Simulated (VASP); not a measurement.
Sr, 1 atom in the cell. The structure is cubic, space group Fm-3m (No. 225). The conventional cell has a = 6.237 Å, b = 6.237 Å, c = 6.237 Å, α = 90.00°, β = 90.00°, γ = 90.00°. Sr (site symmetry m-3m) has 12 Sr at 4.41 Å within 5.8 Å.  This cell differs from its parent crystal: strain +0.025 along x and y, +0.025 along z.

* Program: VASP 6.6.1
* Task: single point
* Functional: PBE
* Potentials or basis: VASP PAW PBE potentials, release 64 (Sr_sv)
* Cutoff: 520 eV
* k mesh: 14 × 14 × 14
* Occupations: gaussian, width 0.15 eV
* Spin: no spin polarisation
* Dipole correction: no
* Further INCAR settings: ALGO = Fast; EDIFF = 1e-07; NBANDS = 11

Potentials or basis: VASP PAW PBE potentials, release 64 (Sr_sv).

Launch:

```bash
$ cat potpaw_PBE.64/Sr_sv/POTCAR > POTCAR
$ mpirun -np 1 vasp_std > vasp.out
```

Hardware: 1 thread of Intel(R) Xeon(R) Platinum 8259CL CPU @ 2.50GHz (Skylake/Cascade Lake), on a shared host.

Q: Estimate the wall time of this run.

A: Wall time 78 s on 1 thread of Intel(R) Xeon(R) Platinum 8259CL CPU @ 2.50GHz (Skylake/Cascade Lake), on a shared host, peak memory 0.24 GiB. Counts: scf iterations 14, k points 104.
